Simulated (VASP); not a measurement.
Wanted: the native input for a VASP 6.6.1 run.

```yaml
Task: single point
Functional: PBE
Potentials_or_basis: VASP PAW PBE potentials, release 64 (Zn, Se)
Cutoff: 520 eV
k_mesh: 8 × 8 × 8
Occupations: gaussian, width 0.05 eV
Spin: no spin polarisation
Dipole_correction: no
Further_INCAR_settings: ALGO = Normal; EDIFF = 1e-07; NBANDS = 16
```

The structure of ZnSe lies in POSCAR:

```
ZnSe
1.0
    0.0000000000      3.0951937515      3.0951937515
    3.0951937515      0.0000000000      3.0951937515
    3.0951937515      3.0951937515      0.0000000000
Zn Se
1 1
Direct
    0.0000000000      0.0000000000      0.0000000000
    0.7500000000      0.7500000000      0.7500000000
```

This cell differs from its parent crystal: strain +0.080 along x and y, +0.080 along z.

These files were run (other wordings do the same):

INCAR

```
ALGO = Normal ; EDIFF = 1E-7
ENCUT = 520 ; GGA = PE
ISIF = 2 ; ISMEAR = 0
LASPH = True ; LCHARG = False
LREAL = False ; LWAVE = False
NBANDS = 16 ; NELM = 100
PREC = Accurate ; SIGMA = 0.05
```

KPOINTS

```
k-points
0
Gamma
  8 8 8
```

Potentials or basis: VASP PAW PBE potentials, release 64 (Zn, Se).

Command:

```bash
$ cat potpaw_PBE.64/Zn/POTCAR potpaw_PBE.64/Se/POTCAR > POTCAR
$ mpirun -np 1 vasp_std > vasp.out
```

Results of the run:

| Quantity | Value |
| --- | --- |
| Pressure | -7.6 GPa |
| Band gap on the k mesh | 0.34 eV, direct |

Caveat: the cell differs from its parent crystal (strain +0.080 along x and y, +0.080 along z).

Wall time 29 s on 1 thread of Intel(R) Xeon(R) Platinum 8488C (Sapphire Rapids), with other jobs on the host, peak memory 0.21 GiB.
